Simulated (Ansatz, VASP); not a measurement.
Pd: VASP beside Ansatz

```xyz
1
Lattice="2.1175 0.0000 0.0000 0.0000 2.1175 0.0000 0.0000 0.0000 2.1175" Properties=species:S:1:pos:R:3 pbc="T T T"
Pd    0.0000    0.0000    0.0000
```

Change from the starting cell: volume scaled by 0.58, LAPW.

Alike in both runs: task single point; functional LDA; k mesh 15 × 15 × 15; occupations fermi-dirac, width 0.1 eV; no spin polarisation.

|  | VASP | Ansatz |
| --- | --- | --- |
| version | VASP 6.6.1 | Ansatz 0.2.0 |
| potentials or method | VASP PAW LDA potentials, release 64 (Pd), cutoff 520 eV | all-electron LAPW, scalar-relativistic |

Ansatz gave:

```
pressure (GPa) : 366.3
```

Problem. Which values does VASP return?

Solution. Pressure (GPa): 354.6.

LDA's correlation is that of Perdew and Zunger in VASP and of Perdew and Wang (1992) in Ansatz. Both programs put the cell under a high pressure, so it lies far from rest at this level. Ansatz ran all-electron here, and VASP with PAW potentials.

Noted on VASP's run: the cell as given lies far from equilibrium.
